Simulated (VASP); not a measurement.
# Fe (P6_3/mmc) in VASP: a series of runs

Fe is run at these levels: r2SCAN; tasks: single point, relaxation of cell and atoms.

Everything below comes from runs of VASP 6.6.1. Logs are shortened: lines on timing, memory, paths and dates and some standing lists are left out, and cuts for length are marked.

### Step 1. The cell of the first run

The structure is hexagonal, space group P6_3/mmc (No. 194). The conventional cell has a = 2.424 Å, b = 2.424 Å, c = 7.800 Å, α = 90.00°, β = 90.00°, γ = 120.00°. Within 3.2 Å of Fe (site symmetry -3m) lie 12 Fe at 2.40 to 2.42 Å. Within 3.2 Å of Fe (site symmetry -6m2) lie 12 Fe at 2.40 to 2.42 Å.

This isn't the form of Fe at room conditions, which is bcc.

### Step 2. Single point, r2SCAN

File POSCAR:

```
Fe
1.0
    2.4239379447      0.0000000000      0.0000000000
   -1.2119689724      2.0991918373      0.0000000000
    0.0000000000      0.0000000000      7.7996237898
Fe
4
Direct
    0.0000000000      0.0000000000      1.0000000000
    0.0000000000      0.0000000000      0.5000000000
    0.3333333333      0.6666666667      0.2500000000
    0.6666666667      0.3333333333      0.7500000000
```

File INCAR.step1:

```
PREC = Accurate ; ENCUT = 520
ISMEAR = -1 ; SIGMA = 0.1
LREAL = False ; LASPH = True
NELM = 60 ; NBANDS = 24
GGA = PE ; ALGO = Normal
EDIFF = 1E-4 ; LWAVE = True
LCHARG = False
```

File INCAR.step2:

```
PREC = Accurate ; ENCUT = 520
EDIFF = 1E-6 ; ISMEAR = -1
SIGMA = 0.1 ; LREAL = False
LASPH = True ; NELM = 60
ALGO = Normal ; ISIF = 2
LWAVE = False ; LCHARG = False
METAGGA = R2SCAN ; LMIXTAU = True
NBANDS = 24 ; ISTART = 1
```

File KPOINTS:

```
regular mesh
0
Gamma
  14 14 4
```

Potentials or basis: VASP PAW PBE potentials, release 64 (Fe).

On the command line:

```bash
$ cat potpaw_PBE.64/Fe/POTCAR > POTCAR
$ cp INCAR.step1 INCAR
$ mpirun -np 1 vasp_std > vasp.out
$ cp INCAR.step2 INCAR
$ mpirun -np 1 vasp_std > vasp.out
```

OUTCAR:

```text
PREC = Accurate
   ENCUT = 520
   EDIFF = 1E-6
   ISMEAR = -1
   LREAL = False
   LASPH = True
   NELM = 60
   ISIF = 2
   METAGGA = R2SCAN
   ISTART = 1

 ion  position               nearest neighbor table
   1  0.000  0.000  0.000-   3 2.40   4 2.40   4 2.40   3 2.40   4 2.40   3 2.40
   2  0.000  0.000  0.500-   3 2.40   4 2.40   4 2.40   3 2.40   4 2.40   3 2.40
   3  0.333  0.667  0.250-   1 2.40   2 2.40   1 2.40   2 2.40   1 2.40   2 2.40
   4  0.667  0.333  0.750-   1 2.40   2 2.40   1 2.40   2 2.40   1 2.40   2 2.40

  LATTYP: Found a hexagonal cell.
 ALAT       =     2.4239379447
 C/A-ratio  =     3.2177489555

  Lattice vectors:

 A1 = (   2.4239379447,   0.0000000000,   0.0000000000)
 A2 = (  -1.2119689724,   2.0991918373,   0.0000000000)
 A3 = (   0.0000000000,   0.0000000000,   7.7996237898)

Analysis of symmetry for initial positions (statically):
=====================================================================
 Subroutine PRICEL returns:
 Original cell was already a primitive cell.

 Routine SETGRP: Setting up the symmetry group for a
 hexagonal supercell.

 Subroutine GETGRP returns: Found 24 space group operations
 (whereof 12 operations were pure point group operations)
 out of a pool of 24 trial point group operations.

The static configuration has the point symmetry D_3d.
 The point group associated with its full space group is D_6h.

Analysis of symmetry for dynamics (positions and initial velocities):
=====================================================================
 Subroutine PRICEL returns:
 Original cell was already a primitive cell.

 Routine SETGRP: Setting up the symmetry group for a
 hexagonal supercell.

 Subroutine GETGRP returns: Found 24 space group operations
 (whereof 12 operations were pure point group operations)
 out of a pool of 24 trial point group operations.

The dynamic configuration has the point symmetry D_3d.
 The point group associated with its full space group is D_6h.

 Subroutine INISYM returns: Found 24 space group operations
 (whereof 12 operations are pure point group operations),
 and found     1 'primitive' translations

----------------------------------------------------------------------------------------

                                     Primitive cell

  volume of cell :      39.6869

  direct lattice vectors                    reciprocal lattice vectors
     2.423937945  0.000000000  0.000000000     0.412551816  0.238186902  0.000000000
    -1.211968972  2.099191837  0.000000000     0.000000000  0.476373804  0.000000000
     0.000000000  0.000000000  7.799623790     0.000000000  0.000000000  0.128211312

  length of vectors
     2.423937945  2.423937945  7.799623790     0.476373804  0.476373804  0.128211312

  position of ions in fractional coordinates (direct lattice)
     0.000000000  0.000000000  0.000000000
     0.000000000  0.000000000  0.500000000
     0.333333333  0.666666667  0.250000000
     0.666666667  0.333333333  0.750000000

  ion indices of the primitive-cell ions
   primitive index   ion index
                 1           1
                 2           2
                 3           3
                 4           4

----------------------------------------------------------------------------------------

 KPOINTS: regular mesh

Automatic generation of k-mesh.
 Grid dimensions read from file:
 generate k-points for:   14   14    4

 Generating k-lattice:

  Cartesian coordinates                     Fractional coordinates (reciprocal lattice)
     0.029467987  0.017013350  0.000000000     0.071428571 -0.000000000  0.000000000
     0.000000000  0.034026700  0.000000000     0.000000000  0.071428571  0.000000000
     0.000000000  0.000000000  0.032052828     0.000000000  0.000000000  0.250000000

  Length of vectors
     0.034026700  0.034026700  0.032052828

  Shift w.r.t. Gamma in fractional coordinates (k-lattice)
     0.000000000  0.000000000  0.000000000

 Subroutine IBZKPT returns following result:
 ===========================================

 Found     72 irreducible k-points:

 Following reciprocal coordinates:
            Coordinates               Weight
  0.000000  0.000000  0.000000      1.000000
  0.071429  0.000000  0.000000      6.000000
  0.142857  0.000000  0.000000      6.000000
  0.214286  0.000000  0.000000      6.000000
  0.285714  0.000000  0.000000      6.000000
  0.357143  0.000000  0.000000      6.000000
[... 16 lines left out ...]
  0.285714  0.285714  0.000000      6.000000
  0.357143  0.285714  0.000000      6.000000
 [... further k-points ...]
   k-points           NKPTS =     72   k-points in BZ     NKDIM =     72   number of bands    NBANDS=     24
   number of dos      NEDOS =    301   number of ions     NIONS =      4
   total plane-waves  NPLWV =  19440
   dimension x,y,z NGX =    18 NGY =   18 NGZ =   60
   dimension x,y,z NGXF=    36 NGYF=   36 NGZF=  120
   ions per type =               4
   NGX,Y,Z   is equivalent  to a cutoff of  12.35, 12.35, 12.79 a.u.
   NGXF,Y,Z  is equivalent  to a cutoff of  24.69, 24.69, 25.58 a.u.
 SYSTEM =  unknown system
   PREC   = accura    normal or accurate (medium, high low for compatibility)
   ISTART =      1    job   : 0-new  1-cont  2-samecut
   ICHARG =      0    charge: 1-file 2-atom 10-const
   ISPIN  =      1    spin polarized calculation?
   LNONCOLLINEAR =      F non collinear calculations
   LSORBIT =      F    spin-orbit coupling
   LASPH  =      T    aspherical Exc in radial PAW
   ENCUT  =  520.0 eV  38.22 Ry    6.18 a.u.   4.51  4.51 14.50*2*pi/ulx,y,z
   NELM   =     60;   NELMIN=  2; NELMDL=  0     # of ELM steps
   EDIFF  = 0.1E-05   stopping-criterion for ELM
   LREAL  =      F    real-space projection
   EDIFFG = 0.1E-04   stopping-criterion for IOM
   NSW    =      0    number of steps for IOM
   IBRION =     -1    ionic relax: 0-MD 1-quasi-New 2-CG
   NFREE  =      0    steps in history (QN), initial steepest desc. (CG)
   ISIF   =      2    stress and relaxation
   ISYM   =      2    0-nonsym 1-usesym 2-fastsym
   POTIM  = 0.5000    time-step for ionic-motion
   TEBEG  =    0.0;   TEEND  =   0.0 temperature during run
   PSTRESS=    0.0 pullay stress
   NELECT =      32.0000    total number of electrons
   NUPDOWN=      -1.0000    fix difference up-down
   EMIN   =  10.00;   EMAX   =-10.00  energy-range for DOS
   EFERMI =   0.00;   METHOD = LEGACY
   ISMEAR =    -1;   SIGMA  =   0.10  broadening in eV -4-tet -1-fermi 0-gaus
   EFERMI_NEDOS =   21; number of points for ismear=-14 and -15
   IALGO  =     38    algorithm
   IMIX   =      4    mixing-type and parameters
     AMIX     =   0.40;   BMIX     =  1.00
     AMIX_MAG =   1.60;   BMIX_MAG =  1.00
  volume/ion in A,a.u.               =       9.92        66.96
  Fermi-wavevector in a.u.,A,eV,Ry     =   1.523734  2.879439 31.589521  2.321764
  Thomas-Fermi vector in A             =   2.632137
   LORBIT       =      0    0 simple, 1 ext, 2 COOP (PROOUT), +10 PAW based schemes
   METAGGA = R2SCAN    functional components
   LHFCALC =     F    Hartree Fock is set to
   AEXX    =    0.0000 exact exchange contribution
   IVDW    =     0    specifies the selected vdW correction
   LEPSILON=     F    determine dielectric tensor
   LRPA    =     F    only Hartree local field effects (RPA)
 non-spin polarized calculation
  energy-cutoff  :      520.00
  volume of cell :       39.69
 maximum number of plane-waves:      1098
 NGX is ok and might be reduce to    18
   NGX =  9   NGY =  9   NGZ = 29

 number of electron      32.0000028 magnetization

 Free energy of the ion-electron system (eV)
  ---------------------------------------------------
  ext. energy  EPLUGINS =         0.00000000
  ---------------------------------------------------
  free energy    TOTEN  =       -54.62811676 eV

  energy without entropy =      -54.41665396  energy(sigma->0) =      -54.52238536

 E-fermi :   7.0451     XC(G=0): -15.2227

 val. band max:        7.0441688725   @ k =   0.5000   0.0000   0.2500
 cond. band min:       7.0457929902   @ k =   0.2857   0.0000   0.0000
 fundamental gap:      0.0016241177
 Fermi energy:         7.0450532818

 k-point     1 :       0.0000    0.0000    0.0000
  band No.  band energies     occupation
      1      -2.5034      2.00000
      2       0.0373      2.00000
      3       0.0411      2.00000
      4       1.7587      2.00000
      5       4.7323      2.00000
      6       4.7531      2.00000
[... 16 lines left out ...]
     23       8.0070      0.00013
     24       8.0070      0.00013

 k-point     2 :       0.0714    0.0000    0.0000
  band No.  band energies     occupation
      1      -2.2987      2.00000
      2       0.2106      2.00000
      3       0.2135      2.00000
      4       1.9003      2.00000
      5       4.5548      2.00000
      6       4.6634      2.00000
[... 16 lines left out ...]
     23       8.0219      0.00011
     24       9.0630      0.00000

 k-point     3 :       0.1429    0.0000    0.0000
  band No.  band energies     occupation
      1      -1.7035      2.00000
      2       0.6883      2.00000
      3       0.6885      2.00000
      4       2.2785      2.00000
      5       4.2159      2.00000
      6       4.4450      2.00000
[... 16 lines left out ...]
     23       8.0625      0.00008
     24      10.5832      0.00000
[... 514 lines left out ...]
 k-point    23 :       0.2857    0.2857    0.0000
  band No.  band energies     occupation
      1       2.8900      2.00000
      2       2.9204      2.00000
      3       2.9423      2.00000
      4       3.1517      2.00000
      5       3.3082      2.00000
      6       3.4206      2.00000
[... 16 lines left out ...]
     23      13.0105      0.00000
     24      15.6131      0.00000

 k-point    24 :       0.3571    0.2857    0.0000
  band No.  band energies     occupation
      1       2.8602      2.00000
      2       3.0755      2.00000
      3       3.2115      2.00000
      4       3.2634      2.00000
      5       3.4291      2.00000
      6       3.5212      2.00000
[... 16 lines left out ...]
     23      14.3050      0.00000
     24      14.3430      0.00000

 [... further k-points ...]

------------------------ aborting loop because EDIFF is reached ----------------------------------------

  FORCE on cell =-STRESS in cart. coord.  units (eV):
  Direction    XX          YY          ZZ          XY          YZ          ZX
  --------------------------------------------------------------------------------------
  -------------------------------------------------------------------------------------
  Total        0.1284194      0.1284194      0.1214412     -0.0000000      0.0000000      0.0000000
  in kB        5.1843456      5.1843456      4.9026343     -0.0000000      0.0000000      0.0000000
  external PRESSURE =       5.0904418 kB  Pullay stress =       0.0000000 kB

 VOLUME and BASIS-vectors are now :
 -----------------------------------------------------------------------------
  energy-cutoff  :      520.00
  volume of cell :       39.69
      direct lattice vectors                 reciprocal lattice vectors
     2.423937945  0.000000000  0.000000000     0.412551816  0.238186902  0.000000000
    -1.211968972  2.099191837  0.000000000     0.000000000  0.476373804  0.000000000
     0.000000000  0.000000000  7.799623790     0.000000000  0.000000000  0.128211312

 POSITION                                       TOTAL-FORCE (eV/Angst)
 -----------------------------------------------------------------------------------
      0.00000      0.00000      0.00000        -0.000000      0.000000      0.000000
      0.00000      0.00000      3.89981        -0.000000      0.000000      0.000000
     -0.00000      1.39946      1.94991        -0.000000      0.000000     -0.000000
      1.21197      0.69973      5.84972         0.000000     -0.000000      0.000000
 -----------------------------------------------------------------------------------
    total drift:                                0.000000     -0.000000      0.000000

  FREE ENERGIE OF THE ION-ELECTRON SYSTEM (eV)
  ---------------------------------------------------
  free  energy   TOTEN  =       -54.6281167565 eV

  energy  without entropy=      -54.4166539649  energy(sigma->0) =      -54.52238536
```

Wall time 2.1 min (1 thread of Intel Xeon 6975P-C (Granite Rapids), shared host); peak memory 0.19 GiB.

What came out:

- Free energy: -54.6281 eV
- Pressure: 0.5 GPa
- Band gap on the k mesh: zero (bands 16 and 17 overlap by 1.79 eV)

Caveat: the PAW data sets were made with another functional, which shifts forces and pressure a little; the run has no spin polarisation, though such a crystal can be magnetic. Spin polarisation is off, so any magnetic state and its effect on volume and gap are missing.

### Step 3. Single point, r2SCAN (9.92 Å³/atom)

POSCAR is that of step 2.

File INCAR.step1:

```
SYSTEM = Fe
PREC = Accurate
ENCUT = 520
ISMEAR = -1
SIGMA = 0.1
LREAL = .FALSE.
LASPH = .TRUE.
NELM = 60
NBANDS = 24
GGA = PE
ALGO = Normal
EDIFF = 1E-4
LWAVE = .TRUE.
LCHARG = .FALSE.
```

File INCAR.step2:

```
SYSTEM = Fe
PREC = Accurate
ENCUT = 520
EDIFF = 1E-6
ISMEAR = -1
SIGMA = 0.1
LREAL = .FALSE.
LASPH = .TRUE.
NELM = 60
ALGO = Normal
ISIF = 2
LWAVE = .FALSE.
LCHARG = .FALSE.
METAGGA = R2SCAN
LMIXTAU = .TRUE.
NBANDS = 24
ISTART = 1
```

File KPOINTS:

```
regular mesh
0
G
  17 17 5
  0 0 0
```

Potentials or basis: VASP PAW PBE potentials, release 64 (Fe).

On the command line:

```bash
$ cat potpaw_PBE.64/Fe/POTCAR > POTCAR
$ cp INCAR.step1 INCAR
$ mpirun -np 1 vasp_std > vasp.out
$ cp INCAR.step2 INCAR
$ mpirun -np 1 vasp_std > vasp.out
```

It took 2.9 min on 1 thread of Intel Xeon 6975P-C (Granite Rapids), shared host; peak memory 0.2 GiB.

It converged, with:

| Item | Value |
| --- | --- |
| Free energy | -54.6291 eV |
| Pressure | 0.5 GPa |
| Band gap on the k mesh | zero (bands 16 and 17 overlap by 1.84 eV) |

Stress tensor (GPa, compression positive):
```
0.52 0.00 0.00
0.00 0.52 0.00
0.00 0.00 0.44
```

Levels at points of the mesh, in eV from the Fermi level:
| k point | band 14 | band 15 | band 16 | band 17 | band 18 | band 19 |
| --- | --- | --- | --- | --- | --- | --- |
| (0.00, 0.00, 0.00) | -1.41 | -1.41 | -0.50 | -0.50 | -0.01 | -0.01 |

Caveat: the PAW data sets were made with another functional, which shifts forces and pressure a little; the run has no spin polarisation, though such a crystal can be magnetic. Spin polarisation is off, so any magnetic state and its effect on volume and gap are missing.

### Step 4. Relaxation of cell and atoms, r2SCAN

This run uses another cell than the first one, of 11.78 Å³/atom.

File POSCAR:

```
Fe
1.0
    2.5537576109      0.0000000000      0.0000000000
   -1.2768788055      2.2116189662      0.0000000000
    0.0000000000      0.0000000000      8.3405723573
Fe
4
Direct
    0.0000000000      0.0000000000      0.0000000000
    0.0000000000      0.0000000000      0.5000000000
    0.3333333333      0.6666666667      0.2500000000
    0.6666666667      0.3333333333      0.7500000000
```

File INCAR.step1:

```
SYSTEM = Fe
ALGO = Normal ; EDIFF = 1E-4
ENCUT = 600 ; GGA = PE
ISMEAR = -1 ; LASPH = .TRUE.
LCHARG = .FALSE. ; LREAL = .FALSE.
LWAVE = .TRUE. ; NELM = 100
PREC = Accurate ; SIGMA = 0.1
```

File INCAR.step2:

```
SYSTEM = Fe
ALGO = Normal ; EDIFF = 1E-6
EDIFFG = -0.01 ; ENCUT = 600
IBRION = 2 ; ISIF = 3
ISMEAR = -1 ; ISTART = 1
LASPH = .TRUE. ; LCHARG = .FALSE.
LMIXTAU = .TRUE. ; LREAL = .FALSE.
LWAVE = .FALSE. ; METAGGA = R2SCAN
NELM = 100 ; NSW = 80
PREC = Accurate ; SIGMA = 0.1
```

File KPOINTS:

```
k-points
0
G
  14 14 4
  0 0 0
```

On the command line:

```bash
$ cat potpaw_PBE.64/Fe/POTCAR > POTCAR
$ cp INCAR.step1 INCAR
$ mpirun -np 1 vasp_std > vasp.out
$ cp INCAR.step2 INCAR
$ mpirun -np 1 vasp_std > vasp.out
```

Wall time 15 min (1 thread of Intel Xeon 6975P-C (Granite Rapids), shared host); peak memory 0.23 GiB.

Results (log left out):

| Property | Result |
| --- | --- |
| Free energy | -54.6339 eV |
| Relaxed volume | 9.93 Å³/atom |
| Relaxed cell | a = 2.425 Å, b = 2.425 Å, c = 7.802 Å, α = 90.00°, β = 90.00°, γ = 120.00° |
| Space group after relaxing (to 0.1 Å) | P6_3/mmc (No. 194) |
| Energy gained by relaxing | 245.0 meV/atom |
| Ionic steps | 7 |
| Pressure after relaxing | 0.1 GPa |

Step by step:
| step | energy change (eV) | largest force (eV/Å) | pressure (GPa) | volume (Å³) |
| --- | --- | --- | --- | --- |
| 1 | 0.0000 | 0.0000 | -35.99 | 47.11 |
| 2 | 1.7900 | 0.0000 | 131.02 | 31.27 |
| 3 | -0.9734 | 0.0000 | -3.25 | 40.16 |
| 4 | -0.9776 | 0.0000 | -0.89 | 39.86 |
| 5 | -0.9781 | 0.0000 | 0.16 | 39.72 |
| 6 | -0.9800 | 0.0000 | 0.09 | 39.73 |
| 7 | -0.9801 | 0.0000 | 0.11 | 39.73 |

Final structure:
```xyz
4
Lattice="2.4248 0.0000 0.0000 -1.2124 2.1000 0.0000 0.0000 0.0000 7.8020" Properties=species:S:1:pos:R:3 pbc="T T T"
Fe    0.0000    0.0000    0.0000
Fe    0.0000    0.0000    3.9010
Fe    0.0000    1.4000    1.9505
Fe    1.2124    0.7000    5.8515
```

Levels at points of the mesh, in eV from the Fermi level:
```
           k point  band 13  band 14  band 15  band 16  band 17  band 18  band 19  band 20
(0.00, 0.00, 0.00)    -1.49    -1.40    -1.40    -0.50    -0.50    -0.01    -0.01     0.22
(0.50, 0.00, 0.00)    -0.58     0.81     0.98     0.98     1.07     1.08     1.19     1.24
(0.00, 0.00, 0.50)    -1.62    -1.62    -1.34    -1.34    -0.23    -0.23    -0.23    -0.23
(0.50, 0.00, 0.50)    -0.46    -0.46     0.55     0.55     1.01     1.01     1.18     1.18
```

Caveat: the volume moved by over 15 % at a fixed basis, so the end points are rough; the highest band is partly filled, so the run has too few bands; the PAW data sets were made with another functional, which shifts forces and pressure a little; the run has no spin polarisation, though such a crystal can be magnetic.

### Step 5. The runs side by side

| task | cell | k mesh | cutoff (eV) | gap on the mesh (eV) | pressure (GPa) |
| --- | --- | --- | --- | --- | --- |
| single point | a = 2.424, b = 2.424, c = 7.800 Å, angles 90.0, 90.0, 120.0°, 4 atoms | 14 × 14 × 4 | 520 | none | 0.5 |
| single point | a = 2.424, b = 2.424, c = 7.800 Å, angles 90.0, 90.0, 120.0°, 4 atoms | 17 × 17 × 5 | 520 | none | 0.5 |
| relaxation of cell and atoms | relaxed from a = 2.554, b = 2.554, c = 8.341 Å, angles 90.0, 90.0, 120.0°, 4 atoms | 14 × 14 × 4 | 600 | - | 0.1 |

Alike in all rows: level r2SCAN; potentials or basis VASP PAW PBE potentials, release 64 (Fe); no spin polarisation; smearing fermi-dirac 0.1 eV.

Caveats: the PAW data sets were made with another functional, which shifts forces and pressure a little; the run has no spin polarisation, though such a crystal can be magnetic; the volume moved by over 15 % at a fixed basis, so the end points are rough (at least some runs); the highest band is partly filled, so the run has too few bands (at least some runs).

Absolute energies hang on the potentials; compare differences alone.
